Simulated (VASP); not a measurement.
# HPt4 in VASP: relaxation of the atoms with PBEsol

Aim: the relaxation of the atoms of HPt4 with PBEsol.

Program: VASP 6.6.1. These are calculated values, not measurements. Logs are shortened: lines on timing, memory, paths and dates and some standing lists are left out, and cuts for length are marked.

## Step 1: The cell of the first run

The cell holds a slab with vacuum, 5 atoms: a = 2.770 Å, b = 2.770 Å, c = 25.786 Å, α = 90.00°, β = 90.00°, γ = 120.00°.

## Step 2: Relaxation of the atoms, PBEsol

INCAR

```
SYSTEM = HPt4
PREC = Accurate
ENCUT = 520
EDIFF = 1E-7
ISMEAR = 0
SIGMA = 0.1
LREAL = .FALSE.
LASPH = .TRUE.
NELM = 80
ALGO = Normal
ISIF = 2
LWAVE = .FALSE.
LCHARG = .FALSE.
LDIPOL = .TRUE.
IDIPOL = 3
DIPOL = 0.5 0.5 0.500
GGA = PS
IBRION = 2
NSW = 90
EDIFFG = -0.03
```

KPOINTS

```
regular mesh
0
G
  12 12 1
  0 0 0
```

POSCAR

```
HPt4
1.0
    2.7704872837      0.0000000000      0.0000000000
   -1.3852436419      2.3993123686      0.0000000000
    0.0000000000      0.0000000000     25.7862801841
Pt H
4 1
Selective dynamics
Direct
    0.6666666667      0.3333333333      0.3296326550  F F F
    0.3333333333      0.6666666667      0.4173573434  F F F
    0.0000000000      0.0000000000      0.5040837654  T T T
    0.6666666667      0.3333333333      0.5920075958  T T T
    0.6666666667      0.3333333333      0.6571585206  T T T
```

Potentials or basis: VASP PAW PBE potentials, release 64 (Pt, H).

Run with:

```sh
> cat potpaw_PBE.64/Pt/POTCAR potpaw_PBE.64/H/POTCAR > POTCAR
> mpirun -np 1 vasp_std > vasp.out
```

OUTCAR:

```text
SYSTEM = HPt4
   PREC = Accurate
   ENCUT = 520
   EDIFF = 1E-7
   ISMEAR = 0
   LREAL = .FALSE.
   LASPH = .TRUE.
   NELM = 80
   ISIF = 2
   GGA = PS
   IBRION = 2
   NSW = 90
   EDIFFG = -0.03

 ion  position               nearest neighbor table
   1  0.667  0.333  0.330-   2 2.77   2 2.77   2 2.77
   2  0.333  0.667  0.417-   3 2.75   3 2.75   3 2.75   1 2.77   1 2.77   1 2.77
   3  0.000  0.000  0.504-   2 2.75   2 2.75   2 2.75   4 2.77   4 2.77   4 2.77
   4  0.667  0.333  0.592-   5 1.68   3 2.77   3 2.77   3 2.77
   5  0.667  0.333  0.657-   4 1.68

  LATTYP: Found a hexagonal cell.
 ALAT       =     2.7704872837
 C/A-ratio  =     9.3074890962

  Lattice vectors:

 A1 = (   2.7704872837,   0.0000000000,   0.0000000000)
 A2 = (  -1.3852436419,   2.3993123686,   0.0000000000)
 A3 = (   0.0000000000,   0.0000000000,  25.7862801841)

Analysis of symmetry for initial positions (statically):
=====================================================================
 Subroutine PRICEL returns:
 Original cell was already a primitive cell.

 Routine SETGRP: Setting up the symmetry group for a
 hexagonal supercell.

 Subroutine GETGRP returns: Found  6 space group operations
 (whereof  6 operations were pure point group operations)
 out of a pool of 24 trial point group operations.

The static configuration has the point symmetry C_3v.

Analysis of symmetry for dynamics (positions and initial velocities):
=====================================================================
 Subroutine PRICEL returns:
 Original cell was already a primitive cell.

 Routine SETGRP: Setting up the symmetry group for a
 hexagonal supercell.

 Subroutine GETGRP returns: Found  6 space group operations
 (whereof  6 operations were pure point group operations)
 out of a pool of 24 trial point group operations.

The dynamic configuration has the point symmetry C_3v.

Analysis of constrained symmetry for selective dynamics:
=====================================================================
 Subroutine PRICEL returns:
 Original cell was already a primitive cell.

 Routine SETGRP: Setting up the symmetry group for a
 hexagonal supercell.

 Subroutine GETGRP returns: Found  6 space group operations
 (whereof  6 operations were pure point group operations)
 out of a pool of 24 trial point group operations.

The constrained configuration has the point symmetry C_3v.

 Subroutine INISYM returns: Found  6 space group operations
 (whereof  6 operations are pure point group operations),
 and found     1 'primitive' translations

----------------------------------------------------------------------------------------

                                     Primitive cell

  volume of cell :     171.4082

  direct lattice vectors                    reciprocal lattice vectors
     2.770487284  0.000000000  0.000000000     0.360947334  0.208393041  0.000000000
    -1.385243642  2.399312369  0.000000000     0.000000000  0.416786081  0.000000000
     0.000000000  0.000000000 25.786280184     0.000000000  0.000000000  0.038780312

  length of vectors
     2.770487284  2.770487284 25.786280184     0.416786081  0.416786081  0.038780312

  position of ions in fractional coordinates (direct lattice)
     0.666666667  0.333333333  0.329632655
     0.333333333  0.666666667  0.417357343
     0.000000000  0.000000000  0.504083765
     0.666666667  0.333333333  0.592007596
     0.666666667  0.333333333  0.657158521

  ion indices of the primitive-cell ions
   primitive index   ion index
                 1           1
                 2           2
                 3           3
                 4           4
                 5           5

----------------------------------------------------------------------------------------

 KPOINTS: regular mesh

Automatic generation of k-mesh.
 Grid dimensions read from file:
 generate k-points for:   12   12    1

 Generating k-lattice:

  Cartesian coordinates                     Fractional coordinates (reciprocal lattice)
     0.030078945  0.017366087  0.000000000     0.083333333  0.000000000  0.000000000
     0.000000000  0.034732173  0.000000000     0.000000000  0.083333333  0.000000000
     0.000000000  0.000000000  0.038780312     0.000000000  0.000000000  1.000000000

  Length of vectors
     0.034732173  0.034732173  0.038780312

  Shift w.r.t. Gamma in fractional coordinates (k-lattice)
     0.000000000  0.000000000  0.000000000

 Subroutine IBZKPT returns following result:
 ===========================================

 Found     19 irreducible k-points:

 Following reciprocal coordinates:
            Coordinates               Weight
  0.000000  0.000000  0.000000      1.000000
  0.083333  0.000000  0.000000      6.000000
  0.166667 -0.000000  0.000000      6.000000
  0.250000  0.000000  0.000000      6.000000
  0.333333  0.000000  0.000000      6.000000
  0.416667 -0.000000  0.000000      6.000000
[... 11 lines left out ...]
  0.333333  0.250000  0.000000     12.000000
  0.333333  0.333333  0.000000      2.000000
   k-points           NKPTS =     19   k-points in BZ     NKDIM =     19   number of bands    NBANDS=     24
   number of dos      NEDOS =    301   number of ions     NIONS =      5
   total plane-waves  NPLWV = 110592
   dimension x,y,z NGX =    24 NGY =   24 NGZ =  192
   dimension x,y,z NGXF=    48 NGYF=   48 NGZF=  384
   ions per type =               4   1
   NGX,Y,Z   is equivalent  to a cutoff of  14.40, 14.40, 12.38 a.u.
   NGXF,Y,Z  is equivalent  to a cutoff of  28.80, 28.80, 24.76 a.u.
 SYSTEM =  HPt4
   PREC   = accura    normal or accurate (medium, high low for compatibility)
   ISTART =      0    job   : 0-new  1-cont  2-samecut
   ICHARG =      2    charge: 1-file 2-atom 10-const
   ISPIN  =      1    spin polarized calculation?
   LNONCOLLINEAR =      F non collinear calculations
   LSORBIT =      F    spin-orbit coupling
   LASPH  =      T    aspherical Exc in radial PAW
   ENCUT  =  520.0 eV  38.22 Ry    6.18 a.u.   5.15  5.15 47.95*2*pi/ulx,y,z
   NELM   =     80;   NELMIN=  2; NELMDL= -5     # of ELM steps
   EDIFF  = 0.1E-06   stopping-criterion for ELM
   LREAL  =      F    real-space projection
   EDIFFG = -.3E-01   stopping-criterion for IOM
   NSW    =     90    number of steps for IOM
   IBRION =      2    ionic relax: 0-MD 1-quasi-New 2-CG
   NFREE  =      1    steps in history (QN), initial steepest desc. (CG)
   ISIF   =      2    stress and relaxation
   ISYM   =      2    0-nonsym 1-usesym 2-fastsym
   POTIM  = 0.5000    time-step for ionic-motion
   TEBEG  =    0.0;   TEEND  =   0.0 temperature during run
   PSTRESS=    0.0 pullay stress
   NELECT =      41.0000    total number of electrons
   NUPDOWN=      -1.0000    fix difference up-down
   EMIN   =  10.00;   EMAX   =-10.00  energy-range for DOS
   EFERMI =   0.00;   METHOD = LEGACY
   ISMEAR =     0;   SIGMA  =   0.10  broadening in eV -4-tet -1-fermi 0-gaus
   EFERMI_NEDOS =   21; number of points for ismear=-14 and -15
   IALGO  =     38    algorithm
   IMIX   =      4    mixing-type and parameters
     AMIX     =   0.40;   BMIX     =  1.00
     AMIX_MAG =   1.60;   BMIX_MAG =  1.00
  volume/ion in A,a.u.               =      34.28       231.34
  Fermi-wavevector in a.u.,A,eV,Ry     =   1.016231  1.920397 14.051069  1.032724
  Thomas-Fermi vector in A             =   2.149562
   LORBIT       =      0    0 simple, 1 ext, 2 COOP (PROOUT), +10 PAW based schemes
   GGA     = PS    functional components
   LHFCALC =     F    Hartree Fock is set to
   AEXX    =    0.0000 exact exchange contribution
   IVDW    =     0    specifies the selected vdW correction
   LEPSILON=     F    determine dielectric tensor
   LRPA    =     F    only Hartree local field effects (RPA)
 conjugate gradient relaxation of ions
 non-spin polarized calculation
 Gauss-broadening in eV      SIGMA  =   0.10
  energy-cutoff  :      520.00
  volume of cell :      171.41
 maximum number of plane-waves:      4634
 NGX is ok and might be reduce to    24
   NGX = 11   NGY = 11   NGZ = 95

 dipolmoment           0.000000      0.000000      0.023585 electrons x Angstroem

--------------------------------------- Ionic step        1  -------------------------------------------

 number of electron      41.0000003 magnetization

 Free energy of the ion-electron system (eV)
  ---------------------------------------------------
  ext. energy  EPLUGINS =         0.00000000
  ---------------------------------------------------
  free energy    TOTEN  =       -30.01130315 eV

  energy without entropy =      -29.97184124  energy(sigma->0) =      -29.99157220

------------------------ aborting loop because EDIFF is reached ----------------------------------------

  FORCE on cell =-STRESS in cart. coord.  units (eV):
  Direction    XX          YY          ZZ          XY          YZ          ZX
  --------------------------------------------------------------------------------------
  -------------------------------------------------------------------------------------
  Total       -3.7872399     -3.7872399     -1.6516231      0.0000000      0.0000000      0.0000000
  in kB      -35.3998764    -35.3998764    -15.4379589      0.0000000      0.0000000      0.0000000
  external PRESSURE =     -28.7459039 kB  Pullay stress =       0.0000000 kB
[... 98 lines left out ...]
  FREE ENERGIE OF THE ION-ELECTRON SYSTEM (eV)
  ---------------------------------------------------
  free  energy   TOTEN  =       -30.1295701885 eV

  energy  without entropy=      -30.0903417082  energy(sigma->0) =      -30.10995595

[... ionic steps 4 to 7 ...]

--------------------------------------- Ionic step        8  -------------------------------------------

 number of electron      41.0000003 magnetization

------------------------ aborting loop because EDIFF is reached ----------------------------------------

  FORCE on cell =-STRESS in cart. coord.  units (eV):
  Direction    XX          YY          ZZ          XY          YZ          ZX
  --------------------------------------------------------------------------------------
  -------------------------------------------------------------------------------------
  Total       -4.3174500     -4.3174500      0.5169841      0.0000000     -0.0000000     -0.0000000
  in kB      -40.3558270    -40.3558270      4.8323248      0.0000000     -0.0000000     -0.0000000
  external PRESSURE =     -25.2931097 kB  Pullay stress =       0.0000000 kB
[... 63 lines left out ...]
  energy  without entropy=      -30.0943301143  energy(sigma->0) =      -30.11385188

--------------------------------------- Ionic step       10  -------------------------------------------

 number of electron      41.0000003 magnetization

 dipolmoment           0.000000      0.000000     -0.033555 electrons x Angstroem

 Free energy of the ion-electron system (eV)
  ---------------------------------------------------
  ext. energy  EPLUGINS =         0.00000000
  ---------------------------------------------------
  free energy    TOTEN  =       -30.13360755 eV

  energy without entropy =      -30.09453463  energy(sigma->0) =      -30.11407109

 E-fermi :   0.5021     XC(G=0):  -5.6806

 val. band max:        0.4932766546   @ k =   0.3333   0.0833   0.0000
 cond. band min:       0.5063934706   @ k =   0.2500   0.0000   0.0000
 fundamental gap:      0.0131168160
 Fermi energy:         0.5020589407

 k-point     1 :       0.0000    0.0000    0.0000
  band No.  band energies     occupation
      1      -9.2920      2.00000
      2      -8.0759      2.00000
      3      -6.8964      2.00000
      4      -6.6607      2.00000
      5      -5.6136      2.00000
      6      -3.3631      2.00000
[... 502 lines left out ...]
     23       5.3787      0.00000
     24       5.4226      0.00000

------------------------ aborting loop because EDIFF is reached ----------------------------------------

 vacuum level on the upper side and lower side of the slab       (xc-potential included)        -0.454         0.441

  FORCE on cell =-STRESS in cart. coord.  units (eV):
  Direction    XX          YY          ZZ          XY          YZ          ZX
  --------------------------------------------------------------------------------------
  -------------------------------------------------------------------------------------
  Total       -4.3765121     -4.3765121      0.4092665      0.0000000      0.0000000      0.0000000
  in kB      -40.9078887    -40.9078887      3.8254725      0.0000000      0.0000000      0.0000000
  external PRESSURE =     -25.9967683 kB  Pullay stress =       0.0000000 kB

 VOLUME and BASIS-vectors are now :
 -----------------------------------------------------------------------------
  energy-cutoff  :      520.00
  volume of cell :      171.41
      direct lattice vectors                 reciprocal lattice vectors
     2.770487284  0.000000000  0.000000000     0.360947334  0.208393041  0.000000000
    -1.385243642  2.399312369  0.000000000     0.000000000  0.416786081  0.000000000
     0.000000000  0.000000000 25.786280184     0.000000000  0.000000000  0.038780312
[... 11 lines left out ...]
  FREE ENERGIE OF THE ION-ELECTRON SYSTEM (eV)
  ---------------------------------------------------
  free  energy   TOTEN  =       -30.1336075469 eV

  energy  without entropy=      -30.0945346349  energy(sigma->0) =      -30.11407109

 reached required accuracy - stopping structural energy minimisation

 vacuum level on the upper side and lower side of the slab         5.422         6.336
```

Wall time 13 min (1 thread of AMD EPYC 7R43 (Zen 3), shared host); peak memory 0.32 GiB.

What came out:

- Free energy: -30.1336 eV
- Energy gained by relaxing: 24.5 meV/atom
- Ionic steps: 10

The path:
| step | energy change (eV) | largest force on free atoms (eV/Å) | pressure (GPa) |
| --- | --- | --- | --- |
| 1 | 0.0000 | 1.8734 | -2.87 |
| 2 | -0.0939 | 1.1097 | -2.20 |
| 3 | -0.1183 | 0.3089 | -2.51 |
| 4 | -0.1182 | 0.3139 | -2.50 |
| 5 | -0.1213 | 0.1272 | -2.50 |
| 6 | -0.1218 | 0.0962 | -2.50 |
| 7 | -0.1219 | 0.0998 | -2.55 |
| 8 | -0.1220 | 0.0429 | -2.53 |
| 9 | -0.1221 | 0.0385 | -2.55 |
| 10 | -0.1223 | 0.0268 | -2.60 |

Final structure:
```yaml
crystal:
  lattice:
    - [2.77049, 0.00000, 0.00000]
    - [-1.38524, 2.39931, 0.00000]
    - [0.00000, 0.00000, 25.78628]
  atoms:
    - { symbol: Pt, position: [0.66667, 0.33333, 0.32963] }
    - { symbol: Pt, position: [0.33333, 0.66667, 0.41736] }
    - { symbol: Pt, position: [0.00000, 0.00000, 0.50505] }
    - { symbol: Pt, position: [0.66667, 0.33333, 0.59474] }
    - { symbol: H, position: [0.66667, 0.33333, 0.65509] }
```

Caveat: the highest band is partly filled, so the run has too few bands; the PAW data sets were made with another functional, which shifts forces and pressure a little; spin-orbit coupling is left out, which moves the levels of the heavy elements.
